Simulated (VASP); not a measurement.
# Rb7MnO8 (a cell with a defect) in VASP: single point with LDA+U

Aim: the single point of Rb7MnO8 (a cell with a defect) with LDA+U.

Everything below comes from runs of VASP 6.6.1. Logs are shortened: lines on timing, memory, paths and dates and some standing lists are left out, and cuts for length are marked.

## 1. The cell of the first run

The cell holds a defect, 16 atoms: a = 8.402 Å, b = 5.983 Å, c = 7.075 Å, α = 90.00°, β = 90.00°, γ = 90.00°.

## 2. Single point, LDA+U, collinear spin, ferromagnetic start

File INCAR:

```
  PREC = Accurate
  ENCUT = 520
  EDIFF = 1E-6
  ISMEAR = -1
  SIGMA = 0.05
  LREAL = Auto
  LASPH = True
  NELM = 150
  ALGO = Normal
  ISIF = 2
  LWAVE = False
  LCHARG = False
  ISPIN = 2
  MAGMOM = 4.5 0 0 0 0 0 0 0 0 0 0 0 0 0 0 0
  LORBIT = 11
  LMAXMIX = 4
  LDAU = True
  LDAUTYPE = 2
  LDAUL = 2 -1 -1
  LDAUU = 3.6 0 0
  LDAUJ = 0 0 0
  LDAUPRINT = 1
  NBANDS = 80
```

File KPOINTS:

```
Automatic mesh
0
Gamma
  2 2 2
```

File POSCAR:

```
Rb7MnO8
1.0
    8.4020000000      0.0000000000      0.0000000000
    0.0000000000      5.9830000000      0.0000000000
    0.0000000000      0.0000000000      7.0750000000
Mn Rb O
1 7 8
Direct
    0.9983360700      0.0125265000      0.2593442600
    0.5036256100      0.9976074200      0.2461665700
    0.9923699500      0.0042229100      0.7513017000
    0.5033078300      0.9962090900      0.7459111500
    0.2477463400      0.4964081300      0.7593156300
    0.7591077300      0.4992675700      0.7511118400
    0.2506119800      0.5039093700      0.2454397400
    0.7505755700      0.5007934200      0.2545945100
    0.2452438600      0.1088393800      0.5035794000
    0.7463563800      0.1317495900      0.5053170900
    0.2491496900      0.8773070000      0.5110054700
    0.7447299100      0.8709022400      0.5058079200
    0.9999040000      0.6221712600      0.9994135300
    0.4963802600      0.6113800500      0.0036540900
    0.9922271300      0.3781259700      0.0046710100
    0.4989461900      0.3703699800      0.9944856800
```

Potentials or basis: VASP PAW LDA potentials, release 64 (Mn_pv, Rb_sv, O).

Started as:

```sh
$ cat potpaw_LDA.64/Mn_pv/POTCAR potpaw_LDA.64/Rb_sv/POTCAR potpaw_LDA.64/O/POTCAR > POTCAR
$ mpirun -np 1 vasp_std > vasp.out
```

OUTCAR:

```text
PREC = Accurate
   ENCUT = 520
   EDIFF = 1E-6
   ISMEAR = -1
   LREAL = Auto
   LASPH = True
   NELM = 150
   ISIF = 2
   ISPIN = 2
   LORBIT = 11

 ion  position               nearest neighbor table
   1  0.998  0.013  0.259-   3 3.48   8 3.59   3 3.60   7 3.63   8 3.70   7 3.71   2 4.16   2 4.25

   2  0.504  0.998  0.246-  12 2.84  16 2.85  10 2.86  14 2.88   9 2.91  11 2.93   4 3.54   4 3.54
                             8 3.63   7 3.64   8 3.66   7 3.70   1 4.16   1 4.25   5 5.04   5 5.05
   3  0.992  0.004  0.751-  10 2.81   9 2.82  12 2.83  11 2.85  15 2.87  13 2.88   1 3.48   6 3.55
                             1 3.60   6 3.60   5 3.64   5 3.72   4 4.11   4 4.29   8 5.03   8 5.05
   4  0.503  0.996  0.746-  12 2.75  10 2.78  11 2.80   9 2.85  16 2.85  14 2.94   2 3.54   2 3.54
                             6 3.67   5 3.68   5 3.68   6 3.70   3 4.11   3 4.29   8 5.02   8 5.05
   5  0.248  0.496  0.759-  13 2.79  16 2.79  14 2.80  15 2.85  11 2.88   9 2.94   7 3.44   7 3.64
                             3 3.64   4 3.68   4 3.68   3 3.72   6 4.11   6 4.30   2 5.04   2 5.05
   6  0.759  0.499  0.751-  15 2.75  13 2.78  10 2.81  12 2.82  16 2.89  14 2.92   8 3.51   3 3.55
                             8 3.56   3 3.60   4 3.67   4 3.70   5 4.11   5 4.30   2 5.08   2 5.09
   7  0.251  0.504  0.245-  14 2.76  13 2.82  16 2.85  15 2.86  11 2.92   9 2.99   5 3.44   1 3.63
                             5 3.64   2 3.64   2 3.70   1 3.71   8 4.20   8 4.20   4 5.07   4 5.07
   8  0.751  0.501  0.255-  15 2.79  10 2.83  12 2.84  14 2.86  13 2.86  16 2.91   6 3.51   6 3.56
                             1 3.59   2 3.63   2 3.66   1 3.70   7 4.20   7 4.20   4 5.02   3 5.03
   9  0.245  0.109  0.504-  11 1.39   3 2.82   4 2.85   2 2.91   5 2.94   7 2.99
  10  0.746  0.132  0.505-  12 1.56   4 2.78   6 2.81   3 2.81   8 2.83   2 2.86
  11  0.249  0.877  0.511-   9 1.39   4 2.80   3 2.85   5 2.88   7 2.92   2 2.93
  12  0.745  0.871  0.506-  10 1.56   4 2.75   6 2.82   3 2.83   2 2.84   8 2.84
  13  1.000  0.622  0.999-  15 1.46   6 2.78   5 2.79   7 2.82   8 2.86   3 2.88
  14  0.496  0.611  0.004-  16 1.44   7 2.76   5 2.80   8 2.86   2 2.88   6 2.92   4 2.94
  15  0.992  0.378  0.005-  13 1.46   6 2.75   8 2.79   5 2.85   7 2.86   3 2.87
  16  0.499  0.370  0.994-  14 1.44   5 2.79   4 2.85   7 2.85   2 2.85   6 2.89   8 2.91

  LATTYP: Found a simple orthorhombic cell.
 ALAT       =     5.9830000000
 B/A-ratio  =     1.1825171319
 C/A-ratio  =     1.4043122180

  Lattice vectors:

 A1 = (   0.0000000000,   5.9830000000,   0.0000000000)
 A2 = (   0.0000000000,   0.0000000000,   7.0750000000)
 A3 = (   8.4020000000,   0.0000000000,   0.0000000000)

Analysis of symmetry for initial positions (statically):
=====================================================================
 Subroutine PRICEL returns:
 Original cell was already a primitive cell.

 Routine SETGRP: Setting up the symmetry group for a
 simple orthorhombic supercell.

 Subroutine GETGRP returns: Found  1 space group operations
 (whereof  1 operations were pure point group operations)
 out of a pool of  8 trial point group operations.

The static configuration has the point symmetry C_1 .

Analysis of symmetry for dynamics (positions and initial velocities):
=====================================================================
 Subroutine PRICEL returns:
 Original cell was already a primitive cell.

 Routine SETGRP: Setting up the symmetry group for a
 simple orthorhombic supercell.

 Subroutine GETGRP returns: Found  1 space group operations
 (whereof  1 operations were pure point group operations)
 out of a pool of  8 trial point group operations.

The dynamic configuration has the point symmetry C_1 .

Analysis of structural, dynamic, and magnetic symmetry:
=====================================================================
 Subroutine PRICEL returns:
 Original cell was already a primitive cell.

 Routine SETGRP: Setting up the symmetry group for a
 simple orthorhombic supercell.

 Subroutine GETGRP returns: Found  1 space group operations
 (whereof  1 operations were pure point group operations)
 out of a pool of  8 trial point group operations.

The overall configuration has the point symmetry C_1 .

 Subroutine INISYM returns: Found  1 space group operations
 (whereof  1 operations are pure point group operations),
 and found     1 'primitive' translations

[... 153 lines left out ...]
  0.9389  0.0001  0.0000 -0.0000  0.0002
  0.0001  0.9416  0.0001  0.0002  0.0007
  0.0000  0.0001  0.9343  0.0000 -0.0005
 -0.0000  0.0002  0.0000  0.9396 -0.0001
  0.0002  0.0007 -0.0005 -0.0001  0.9369

spin component  2

  0.0404  0.0098  0.0005  0.0045  0.0037
  0.0098  0.0370  0.0021  0.0035  0.0048
  0.0005  0.0021  0.0028  0.0001  0.0019
  0.0045  0.0035  0.0001  0.0138  0.0005
  0.0037  0.0048  0.0019  0.0005  0.0113

 occupancies and eigenvectors

  o =  0.0023  v =  0.0000  0.0000  0.0000  0.0000  0.0000  0.0150 -0.0365  0.9794  0.0081 -0.1980      0.0000  0.0000  0.0000  0.0000  0.0000  0.0000  0.0000  0.0000  0.0000  0.0000
  o =  0.0105  v =  0.0000  0.0000  0.0000  0.0000  0.0000  0.0851  0.1754 -0.1859 -0.1478 -0.9516      0.0000  0.0000  0.0000  0.0000  0.0000  0.0000  0.0000  0.0000  0.0000  0.0000
  o =  0.0130  v =  0.0000  0.0000  0.0000  0.0000  0.0000  0.1174  0.0584  0.0418 -0.9767  0.1648      0.0000  0.0000  0.0000  0.0000  0.0000  0.0000  0.0000  0.0000  0.0000  0.0000
  o =  0.0289  v =  0.0000  0.0000  0.0000  0.0000  0.0000 -0.6557  0.7494  0.0528 -0.0196  0.0723      0.0000  0.0000  0.0000  0.0000  0.0000  0.0000  0.0000  0.0000  0.0000  0.0000
  o =  0.0505  v =  0.0000  0.0000  0.0000  0.0000  0.0000 -0.7408 -0.6347 -0.0416 -0.1543 -0.1511      0.0000  0.0000  0.0000  0.0000  0.0000  0.0000  0.0000  0.0000  0.0000  0.0000
  o =  0.9342  v = -0.0094 -0.0324  0.9814 -0.0018  0.1891  0.0000  0.0000  0.0000  0.0000  0.0000      0.0000  0.0000  0.0000  0.0000  0.0000  0.0000  0.0000  0.0000  0.0000  0.0000
  o =  0.9369  v =  0.0860  0.1369  0.1917 -0.0310 -0.9676  0.0000  0.0000  0.0000  0.0000  0.0000      0.0000  0.0000  0.0000  0.0000  0.0000  0.0000  0.0000  0.0000  0.0000  0.0000
  o =  0.9389  v =  0.9911 -0.0605 -0.0069  0.0911  0.0752  0.0000  0.0000  0.0000  0.0000  0.0000      0.0000  0.0000  0.0000  0.0000  0.0000  0.0000  0.0000  0.0000  0.0000  0.0000
  o =  0.9396  v = -0.0922 -0.0802  0.0078  0.9912 -0.0498  0.0000  0.0000  0.0000  0.0000  0.0000      0.0000  0.0000  0.0000  0.0000  0.0000  0.0000  0.0000  0.0000  0.0000  0.0000
  o =  0.9417  v =  0.0411  0.9850  0.0059  0.0905  0.1412  0.0000  0.0000  0.0000  0.0000  0.0000      0.0000  0.0000  0.0000  0.0000  0.0000  0.0000  0.0000  0.0000  0.0000  0.0000

 number of electron     123.9999994 magnetization       5.9898915

 Free energy of the ion-electron system (eV)
  ---------------------------------------------------
  ext. energy  EPLUGINS =         0.00000000
  ---------------------------------------------------
  free energy    TOTEN  =       -73.76210830 eV

  energy without entropy =      -73.75700205  energy(sigma->0) =      -73.75955518

 E-fermi :   1.5054     XC(G=0):  -8.8968

 val. band max:        1.3076029199   @ k =   0.0000   0.0000   0.0000
 cond. band min:       1.6293317069   @ k =   0.0000   0.0000   0.0000
 fundamental gap:      0.3217287871
 Fermi energy:         1.5053777422

 spin component 1

 k-point     1 :       0.0000    0.0000    0.0000
  band No.  band energies     occupation
      1     -50.0615      1.00000
      2     -50.0185      1.00000
      3     -49.9760      1.00000
      4     -25.5249      1.00000
      5     -25.4397      1.00000
      6     -25.3948      1.00000
[... 605 lines left out ...]
     73       5.4443      0.00000
     74       6.1231      0.00000
 Fermi energy:         1.5053777422

 spin component 2

 k-point     1 :       0.0000    0.0000    0.0000
  band No.  band energies     occupation
      1     -45.4115      1.00000
      2     -45.3904      1.00000
      3     -45.3666      1.00000
      4     -25.5220      1.00000
      5     -25.4375      1.00000
      6     -25.3928      1.00000
[... 605 lines left out ...]
     73       5.7258      0.00000
     74       6.1511      0.00000
 [bands above 74 left out]

------------------------ aborting loop because EDIFF is reached ----------------------------------------

  FORCE on cell =-STRESS in cart. coord.  units (eV):
  Direction    XX          YY          ZZ          XY          YZ          ZX
  --------------------------------------------------------------------------------------
  -------------------------------------------------------------------------------------
  Total       -8.7615698     -2.3745561     -8.9124010     -0.2895148      0.0345409      0.0428073
  in kB      -39.4697508    -10.6970713    -40.1492262     -1.3042273      0.1556026      0.1928416
  external PRESSURE =     -30.1053494 kB  Pullay stress =       0.0000000 kB

 VOLUME and BASIS-vectors are now :
 -----------------------------------------------------------------------------
  energy-cutoff  :      520.00
  volume of cell :      355.65
      direct lattice vectors                 reciprocal lattice vectors
     8.402000000  0.000000000  0.000000000     0.119019281  0.000000000  0.000000000
     0.000000000  5.983000000  0.000000000     0.000000000  0.167140231  0.000000000
     0.000000000  0.000000000  7.075000000     0.000000000  0.000000000  0.141342756

 POSITION                                       TOTAL-FORCE (eV/Angst)
 -----------------------------------------------------------------------------------
      8.38802      0.07495      1.83486         0.097930      0.081183      0.830400
      4.23146      5.96869      1.74163        -0.103833     -0.019189      0.171059
      8.33789      0.02527      5.31546         0.130702     -0.111293     -0.055990
      4.22879      5.96032      5.27732        -0.134942      0.023299     -0.033813
      2.08156      2.97001      5.37216         0.061457      0.011484      0.072786
      6.37802      2.98712      5.31412        -0.255529      0.025508      0.317483
[... 8 lines left out ...]
      8.33669      2.26233      0.03305         0.101301     -0.742173      0.113520
      4.19215      2.21592      7.03599         0.067334     -1.047252     -0.039494
 -----------------------------------------------------------------------------------
    total drift:                               -0.012186     -0.006954      0.015136

  FREE ENERGIE OF THE ION-ELECTRON SYSTEM (eV)
  ---------------------------------------------------
  free  energy   TOTEN  =       -73.7621082994 eV

  energy  without entropy=      -73.7570020528  energy(sigma->0) =      -73.75955518

 total charge

# of ion       s       p       d       tot
------------------------------------------
    1        0.348   6.031   4.784  11.163
    2        1.940   5.329   0.047   7.316
    3        1.942   5.328   0.051   7.321
    4        1.941   5.329   0.053   7.323
    5        1.940   5.329   0.052   7.322
    6        1.940   5.329   0.053   7.322
[... 8 lines left out ...]
   15        1.567   3.293   0.000   4.860
   16        1.556   3.330   0.000   4.887
--------------------------------------------------
tot         26.424  69.802   5.142 101.368

 magnetization (x)

# of ion       s       p       d       tot
------------------------------------------
    1        0.241   0.014   4.575   4.831
    2        0.001   0.001   0.000   0.002
    3        0.004   0.007   0.002   0.013
    4        0.001   0.001   0.001   0.003
    5        0.000   0.001   0.001   0.001
    6        0.000   0.001   0.001   0.001
[... 8 lines left out ...]
   15        0.010   0.072   0.000   0.082
   16        0.000   0.003   0.000   0.003
--------------------------------------------------
tot          0.276   0.306   4.580   5.163
```

It took 17 min on 1 thread of Intel Xeon Platinum 8488C (Sapphire Rapids), shared host; peak memory 0.52 GiB.

What came out:

| Property | Result |
| --- | --- |
| Free energy | -73.7621 eV |
| Pressure | -3.0 GPa |
| Largest force | 2.853 eV/Å |
| Band gap on the k mesh | 0.32 eV |
| Net moment | 5.99 μB per cell |
| Site moments | Mn +4.83; Rb +0.00, +0.01; O +0.05, +0.03, +0.08, +0.00 μB |
| Valence electrons inside the program's atomic spheres | Mn 11.16; Rb 7.32; O 4.90, 4.82, 4.91, 4.83, 4.86, 4.89 |

Forces in eV/Å, atoms in the order of the input:
```
Mn   0.098  0.081  0.830
Rb  -0.104 -0.019  0.171
Rb   0.131 -0.111 -0.056
Rb  -0.135  0.023 -0.034
Rb   0.061  0.011  0.073
Rb  -0.256  0.026  0.317
Rb  -0.048 -0.056 -0.071
Rb  -0.066  0.050 -0.339
O   -0.461  2.773 -0.486
O    0.332 -1.296 -0.307
O   -0.157 -2.775 -0.064
O    0.337  1.276 -0.217
O   -0.025  0.643  0.116
O    0.123  1.164 -0.009
O    0.101 -0.742  0.114
O    0.067 -1.047 -0.039
```

Stress tensor (GPa, compression positive):
```
-3.95 -0.13  0.02
-0.13 -1.07  0.02
 0.02  0.02 -4.01
```

Eigenvalues of the final occupation matrices:
| site | spin | trace | eigenvalues |
| --- | --- | --- | --- |
| site 1 d | 1 | 4.69 | 0.93 0.94 0.94 0.94 0.94 |
| site 1 d | 2 | 0.11 | 0.00 0.01 0.01 0.03 0.05 |

Caveat: the k points lie up to 0.53 Å⁻¹ apart; only a ferromagnetic start was run, and an antiferromagnetic order may lie lower in energy. The state reached can hang on the start; a lower one may exist.
